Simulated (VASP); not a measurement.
# ZnS (F-43m) in VASP: notebook

ZnS is run at these levels: PBE, r2SCAN; tasks: single point.

All numbers are computed with VASP 6.6.1; they aren't measurements. Logs are shortened: lines on timing, memory, paths and dates and some standing lists are left out, and cuts for length are marked.

**The experiment to reproduce.**

From “Electronic, vibrational, and thermodynamic properties of ZnS (zincblende and rocksalt structure)”, 2009, arxiv:0911.5022, for a bulk crystal of ZnS at 19 K: band gap 3.85 eV (direct).

The results are compared with them further down.

## 1. The cell of the first run

The structure is cubic, space group F-43m (No. 216). Conventional cell: a = 5.443 Å, b = 5.443 Å, c = 5.443 Å, α = 90.00°, β = 90.00°, γ = 90.00°. Within 3.1 Å of Zn (site symmetry -43m) lie 4 S at 2.36 Å. S (site symmetry -43m) has 4 Zn at 2.36 Å within 3.1 Å.

## 2. Single point, PBE

Contents of INCAR:

```
  ALGO = Normal
  EDIFF = 1E-6
  ENCUT = 520
  GGA = PE
  ISIF = 2
  ISMEAR = 0
  LASPH = T
  LCHARG = F
  LREAL = F
  LWAVE = F
  NBANDS = 16
  NELM = 100
  PREC = Accurate
  SIGMA = 0.01
```

Contents of KPOINTS:

```
k-points
0
Gamma
  6 6 6
```

Contents of POSCAR:

```
ZnS
1.0
    0.0000000000      2.7214990586      2.7214990586
    2.7214990586      0.0000000000      2.7214990586
    2.7214990586      2.7214990586      0.0000000000
Zn S
1 1
Direct
    0.2500000000      0.2500000000      0.2500000000
    0.0000000000      0.0000000000      0.0000000000
```

Potentials or basis: VASP PAW PBE potentials, release 64 (Zn, S).

Command:

```console
$ cat potpaw_PBE.64/Zn/POTCAR potpaw_PBE.64/S/POTCAR > POTCAR
$ mpirun -np 1 vasp_std > vasp.out
```

OUTCAR:

```text
EDIFF = 1E-6
   ENCUT = 520
   GGA = PE
   ISIF = 2
   ISMEAR = 0
   LASPH = T
   LREAL = F
   NELM = 100
   PREC = Accurate

 ion  position               nearest neighbor table
   1  0.250  0.250  0.250-   2 2.36   2 2.36   2 2.36   2 2.36
   2  0.000  0.000  0.000-   1 2.36   1 2.36   1 2.36   1 2.36

  LATTYP: Found a face centered cubic cell.
 ALAT       =     5.4429981172

  Lattice vectors:

 A1 = (   0.0000000000,   2.7214990586,   2.7214990586)
 A2 = (   2.7214990586,   0.0000000000,   2.7214990586)
 A3 = (   2.7214990586,   2.7214990586,   0.0000000000)

Analysis of symmetry for initial positions (statically):
=====================================================================
 Subroutine PRICEL returns:
 Original cell was already a primitive cell.

 Routine SETGRP: Setting up the symmetry group for a
 face centered cubic supercell.

 Subroutine GETGRP returns: Found 24 space group operations
 (whereof 24 operations were pure point group operations)
 out of a pool of 48 trial point group operations.

The static configuration has the point symmetry T_d .

Analysis of symmetry for dynamics (positions and initial velocities):
=====================================================================
 Subroutine PRICEL returns:
 Original cell was already a primitive cell.

 Routine SETGRP: Setting up the symmetry group for a
 face centered cubic supercell.

 Subroutine GETGRP returns: Found 24 space group operations
 (whereof 24 operations were pure point group operations)
 out of a pool of 48 trial point group operations.

The dynamic configuration has the point symmetry T_d .

 Subroutine INISYM returns: Found 24 space group operations
 (whereof 24 operations are pure point group operations),
 and found     1 'primitive' translations

----------------------------------------------------------------------------------------

                                     Primitive cell

  volume of cell :      40.3139

  direct lattice vectors                    reciprocal lattice vectors
     0.000000000  2.721499059  2.721499059    -0.183722276  0.183722276  0.183722276
     2.721499059  0.000000000  2.721499059     0.183722276 -0.183722276  0.183722276
     2.721499059  2.721499059  0.000000000     0.183722276  0.183722276 -0.183722276

  length of vectors
     3.848780879  3.848780879  3.848780879     0.318216316  0.318216316  0.318216316

  position of ions in fractional coordinates (direct lattice)
     0.250000000  0.250000000  0.250000000
     0.000000000  0.000000000  0.000000000

  ion indices of the primitive-cell ions
   primitive index   ion index
                 1           1
                 2           2

----------------------------------------------------------------------------------------

 KPOINTS: k-points

Automatic generation of k-mesh.
 Grid dimensions read from file:
 generate k-points for:    6    6    6

 Generating k-lattice:

  Cartesian coordinates                     Fractional coordinates (reciprocal lattice)
    -0.030620379  0.030620379  0.030620379     0.166666667  0.000000000  0.000000000
     0.030620379 -0.030620379  0.030620379     0.000000000  0.166666667  0.000000000
     0.030620379  0.030620379 -0.030620379     0.000000000  0.000000000  0.166666667

  Length of vectors
     0.053036053  0.053036053  0.053036053

  Shift w.r.t. Gamma in fractional coordinates (k-lattice)
     0.000000000  0.000000000  0.000000000

 Subroutine IBZKPT returns following result:
 ===========================================

 Found     16 irreducible k-points:

 Following reciprocal coordinates:
            Coordinates               Weight
  0.000000  0.000000  0.000000      1.000000
  0.166667  0.000000  0.000000      8.000000
  0.333333  0.000000  0.000000      8.000000
  0.500000  0.000000  0.000000      4.000000
  0.166667  0.166667  0.000000      6.000000
  0.333333  0.166667  0.000000     24.000000
[... 8 lines left out ...]
 -0.333333  0.333333  0.166667     24.000000
 -0.333333  0.500000  0.166667     12.000000
   k-points           NKPTS =     16   k-points in BZ     NKDIM =     16   number of bands    NBANDS=     16
   number of dos      NEDOS =    301   number of ions     NIONS =      2
   total plane-waves  NPLWV =  27000
   dimension x,y,z NGX =    30 NGY =   30 NGZ =   30
   dimension x,y,z NGXF=    60 NGYF=   60 NGZF=   60
   ions per type =               1   1
   NGX,Y,Z   is equivalent  to a cutoff of  12.96, 12.96, 12.96 a.u.
   NGXF,Y,Z  is equivalent  to a cutoff of  25.92, 25.92, 25.92 a.u.
 SYSTEM =  unknown system
   PREC   = accura    normal or accurate (medium, high low for compatibility)
   ISTART =      0    job   : 0-new  1-cont  2-samecut
   ICHARG =      2    charge: 1-file 2-atom 10-const
   ISPIN  =      1    spin polarized calculation?
   LNONCOLLINEAR =      F non collinear calculations
   LSORBIT =      F    spin-orbit coupling
   LASPH  =      T    aspherical Exc in radial PAW
   ENCUT  =  520.0 eV  38.22 Ry    6.18 a.u.   7.16  7.16  7.16*2*pi/ulx,y,z
   NELM   =    100;   NELMIN=  2; NELMDL= -5     # of ELM steps
   EDIFF  = 0.1E-05   stopping-criterion for ELM
   LREAL  =      F    real-space projection
   EDIFFG = 0.1E-04   stopping-criterion for IOM
   NSW    =      0    number of steps for IOM
   IBRION =     -1    ionic relax: 0-MD 1-quasi-New 2-CG
   NFREE  =      0    steps in history (QN), initial steepest desc. (CG)
   ISIF   =      2    stress and relaxation
   ISYM   =      2    0-nonsym 1-usesym 2-fastsym
   POTIM  = 0.5000    time-step for ionic-motion
   TEBEG  =    0.0;   TEEND  =   0.0 temperature during run
   PSTRESS=    0.0 pullay stress
   NELECT =      18.0000    total number of electrons
   NUPDOWN=      -1.0000    fix difference up-down
   EMIN   =  10.00;   EMAX   =-10.00  energy-range for DOS
   EFERMI =   0.00;   METHOD = LEGACY
   ISMEAR =     0;   SIGMA  =   0.01  broadening in eV -4-tet -1-fermi 0-gaus
   EFERMI_NEDOS =   21; number of points for ismear=-14 and -15
   IALGO  =     38    algorithm
   IMIX   =      4    mixing-type and parameters
     AMIX     =   0.40;   BMIX     =  1.00
     AMIX_MAG =   1.60;   BMIX_MAG =  1.00
  volume/ion in A,a.u.               =      20.16       136.03
  Fermi-wavevector in a.u.,A,eV,Ry     =   1.251260  2.364538 21.301975  1.565651
  Thomas-Fermi vector in A             =   2.385216
   LORBIT       =      0    0 simple, 1 ext, 2 COOP (PROOUT), +10 PAW based schemes
   GGA     = PE    functional components
   LHFCALC =     F    Hartree Fock is set to
   AEXX    =    0.0000 exact exchange contribution
   IVDW    =     0    specifies the selected vdW correction
   LEPSILON=     F    determine dielectric tensor
   LRPA    =     F    only Hartree local field effects (RPA)
 non-spin polarized calculation
 Gauss-broadening in eV      SIGMA  =   0.01
  energy-cutoff  :      520.00
  volume of cell :       40.31
 maximum number of plane-waves:      1106
 NGX is ok and might be reduce to    30
   NGX = 15   NGY = 15   NGZ = 15

 number of electron      18.0000008 magnetization

 Free energy of the ion-electron system (eV)
  ---------------------------------------------------
  ext. energy  EPLUGINS =         0.00000000
  ---------------------------------------------------
  free energy    TOTEN  =        -6.84954617 eV

  energy without entropy =       -6.84954617  energy(sigma->0) =       -6.84954617

 E-fermi :   1.9582     XC(G=0):  -9.5281

 val. band max:        1.9107539610   @ k =   0.0000   0.0000   0.0000
 cond. band min:       3.9296692570   @ k =   0.0000   0.0000   0.0000
 fundamental gap:      2.0189152960
 Fermi energy:         1.9581808101

 k-point     1 :       0.0000    0.0000    0.0000
  band No.  band energies     occupation
      1     -11.0814      2.00000
      2      -4.3473      2.00000
      3      -4.3473      2.00000
      4      -4.3473      2.00000
      5      -3.8747      2.00000
      6      -3.8747      2.00000
[... 8 lines left out ...]
     15      13.6468      0.00000
     16      13.6591      0.00000

 k-point     2 :       0.1667    0.0000    0.0000
  band No.  band energies     occupation
      1     -10.8866      2.00000
      2      -4.3370      2.00000
      3      -4.3137      2.00000
      4      -4.3137      2.00000
      5      -3.8764      2.00000
      6      -3.8764      2.00000
[... 8 lines left out ...]
     15      12.8726      0.00000
     16      14.5265      0.00000

 k-point     3 :       0.3333    0.0000    0.0000
  band No.  band energies     occupation
      1     -10.4465      2.00000
      2      -4.2575      2.00000
      3      -4.2575      2.00000
      4      -4.1760      2.00000
      5      -3.8634      2.00000
      6      -3.8634      2.00000
[... 8 lines left out ...]
     15      13.4637      0.00000
     16      13.7137      0.00000

 k-point     4 :       0.5000    0.0000    0.0000
  band No.  band energies     occupation
      1     -10.1932      2.00000
      2      -4.2374      2.00000
      3      -4.2374      2.00000
      4      -3.8460      2.00000
      5      -3.8460      2.00000
      6      -3.6790      2.00000
[... 8 lines left out ...]
     15      15.2614      0.00000
     16      15.2614      0.00000
[... 172 lines left out ...]
 k-point    14 :       0.5000    0.3333    0.1667
  band No.  band energies     occupation
      1     -10.1419      2.00000
      2      -4.2507      2.00000
      3      -4.1750      2.00000
      4      -4.0598      2.00000
      5      -3.8519      2.00000
      6      -3.8002      2.00000
[... 8 lines left out ...]
     15      15.7508      0.00000
     16      16.3710      0.00000

 k-point    15 :      -0.3333    0.3333    0.1667
  band No.  band energies     occupation
      1      -9.9697      2.00000
      2      -4.2159      2.00000
      3      -4.1360      2.00000
      4      -3.9227      2.00000
      5      -3.8824      2.00000
      6      -3.5746      2.00000
[... 8 lines left out ...]
     15      15.5438      0.00000
     16      16.2297      0.00000

 k-point    16 :      -0.3333    0.5000    0.1667
  band No.  band energies     occupation
      1      -9.8906      2.00000
      2      -4.2498      2.00000
      3      -4.0684      2.00000
      4      -3.9823      2.00000
      5      -3.8523      2.00000
      6      -3.5377      2.00000
[... 8 lines left out ...]
     15      15.7422      0.00000
     16      16.6513      0.00000

------------------------ aborting loop because EDIFF is reached ----------------------------------------

  FORCE on cell =-STRESS in cart. coord.  units (eV):
  Direction    XX          YY          ZZ          XY          YZ          ZX
  --------------------------------------------------------------------------------------
  -------------------------------------------------------------------------------------
  Total        0.0463475      0.0463475      0.0463475      0.0000000      0.0000000      0.0000000
  in kB        1.8419697      1.8419697      1.8419697      0.0000000      0.0000000      0.0000000
  external PRESSURE =       1.8419697 kB  Pullay stress =       0.0000000 kB

 VOLUME and BASIS-vectors are now :
 -----------------------------------------------------------------------------
  energy-cutoff  :      520.00
  volume of cell :       40.31
      direct lattice vectors                 reciprocal lattice vectors
     0.000000000  2.721499059  2.721499059    -0.183722276  0.183722276  0.183722276
     2.721499059  0.000000000  2.721499059     0.183722276 -0.183722276  0.183722276
     2.721499059  2.721499059  0.000000000     0.183722276  0.183722276 -0.183722276

 POSITION                                       TOTAL-FORCE (eV/Angst)
 -----------------------------------------------------------------------------------
      1.36075      1.36075      1.36075         0.000000      0.000000      0.000000
      0.00000      0.00000      0.00000        -0.000000     -0.000000     -0.000000
 -----------------------------------------------------------------------------------
    total drift:                                0.000000      0.000000      0.000000

  FREE ENERGIE OF THE ION-ELECTRON SYSTEM (eV)
  ---------------------------------------------------
  free  energy   TOTEN  =        -6.8495461688 eV

  energy  without entropy=       -6.8495461688  energy(sigma->0) =       -6.84954617
```

Run time: 11 s. Hardware: 1 thread of Intel Xeon Platinum 8259CL at 2.50GHz (Skylake/Cascade Lake), shared host; peak memory 0.16 GiB.

Results:

```
Free energy            : -6.8495 eV
Pressure               : 0.2 GPa
Band gap on the k mesh : 2.02 eV, direct
```

## 3. Single point, PBE (volume changed by +3%)

Contents of INCAR:

```
SYSTEM = ZnS
ALGO = Normal
EDIFF = 1E-6
ENCUT = 520
GGA = PE
ISIF = 2
ISMEAR = 0
LASPH = .True.
LCHARG = .False.
LREAL = .False.
LWAVE = .False.
NBANDS = 16
NELM = 80
PREC = Accurate
SIGMA = 0.01
```

Contents of KPOINTS:

```
k-points
0
Gamma
  6 6 6
  0 0 0
```

Contents of POSCAR:

```
ZnS
1.0
    0.0000000000      2.7484463464      2.7484463464
    2.7484463464      0.0000000000      2.7484463464
    2.7484463464      2.7484463464      0.0000000000
Zn S
1 1
Direct
    0.2500000000      0.2500000000      0.2500000000
    0.0000000000      0.0000000000      0.0000000000
```

Potentials or basis: VASP PAW PBE potentials, release 64 (Zn, S).

Command:

```console
$ cat potpaw_PBE.64/Zn/POTCAR potpaw_PBE.64/S/POTCAR > POTCAR
$ mpirun -np 1 vasp_std > vasp.out
```

OUTCAR:

```text
SYSTEM = ZnS
   EDIFF = 1E-6
   ENCUT = 520
   GGA = PE
   ISIF = 2
   ISMEAR = 0
   LASPH = .True.
   LREAL = .False.
   NELM = 80
   PREC = Accurate

 ion  position               nearest neighbor table
   1  0.250  0.250  0.250-   2 2.38   2 2.38   2 2.38   2 2.38
   2  0.000  0.000  0.000-   1 2.38   1 2.38   1 2.38   1 2.38

  LATTYP: Found a face centered cubic cell.
 ALAT       =     5.4968926928

  Lattice vectors:

 A1 = (   0.0000000000,   2.7484463464,   2.7484463464)
[... 479 lines left out ...]

------------------------ aborting loop because EDIFF is reached ----------------------------------------

  FORCE on cell =-STRESS in cart. coord.  units (eV):
  Direction    XX          YY          ZZ          XY          YZ          ZX
  --------------------------------------------------------------------------------------
  -------------------------------------------------------------------------------------
  Total       -0.4563117     -0.4563117     -0.4563117      0.0000000      0.0000000      0.0000000
  in kB      -17.6067994    -17.6067994    -17.6067994      0.0000000      0.0000000      0.0000000
  external PRESSURE =     -17.6067994 kB  Pullay stress =       0.0000000 kB

 VOLUME and BASIS-vectors are now :
 -----------------------------------------------------------------------------
  energy-cutoff  :      520.00
  volume of cell :       41.52
      direct lattice vectors                 reciprocal lattice vectors
     0.000000000  2.748446346  2.748446346    -0.181920961  0.181920961  0.181920961
     2.748446346  0.000000000  2.748446346     0.181920961 -0.181920961  0.181920961
     2.748446346  2.748446346  0.000000000     0.181920961  0.181920961 -0.181920961

 POSITION                                       TOTAL-FORCE (eV/Angst)
 -----------------------------------------------------------------------------------
      1.37422      1.37422      1.37422         0.000000     -0.000000     -0.000000
      0.00000      0.00000      0.00000        -0.000000      0.000000      0.000000
 -----------------------------------------------------------------------------------
    total drift:                                0.000000      0.000000      0.000000

  FREE ENERGIE OF THE ION-ELECTRON SYSTEM (eV)
  ---------------------------------------------------
  free  energy   TOTEN  =        -6.8436162813 eV

  energy  without entropy=       -6.8436162813  energy(sigma->0) =       -6.84361628
```

stdout:

```text
POSCAR found type information on POSCAR ZnS
 POSCAR found :  2 types and       2 ions
 scaLAPACK will be used
 LDA part: xc-table for (Slater+PW92), standard interpolation
 POSCAR, INCAR and KPOINTS ok, starting setup
 FFT: planning ... GRIDC
 FFT: planning ... GRID_SOFT
 FFT: planning ... GRID
 WAVECAR not read
 entering main loop
```

Run time: 12 s. Hardware: 1 thread of Intel Xeon Platinum 8259CL at 2.50GHz (Skylake/Cascade Lake), shared host; peak memory 0.16 GiB.

Results:

| Property | Result |
| --- | --- |
| Free energy | -6.8436 eV |
| Pressure | -1.8 GPa |
| Band gap on the k mesh | 1.89 eV, direct |

Levels at points of the mesh, in eV from the valence-band top:
| k point | band 5 | band 6 | band 7 | band 8 | band 9 | band 10 | band 11 | band 12 | band 13 | band 14 |
| --- | --- | --- | --- | --- | --- | --- | --- | --- | --- | --- |
| (0.00, 0.00, 0.00) | -5.71 | -5.71 | 0.00 | 0.00 | 0.00 | 1.89 | 6.42 | 6.42 | 6.42 | 11.58 |
| (0.50, 0.00, 0.00) | -5.69 | -5.53 | -4.96 | -0.79 | -0.79 | 3.21 | 6.95 | 6.95 | 8.68 | 11.94 |
| (0.50, 0.50, 0.00) | -5.65 | -5.51 | -4.36 | -2.04 | -2.04 | 3.52 | 4.07 | 10.63 | 11.62 | 11.62 |

(Continued in part 2 of 2.)
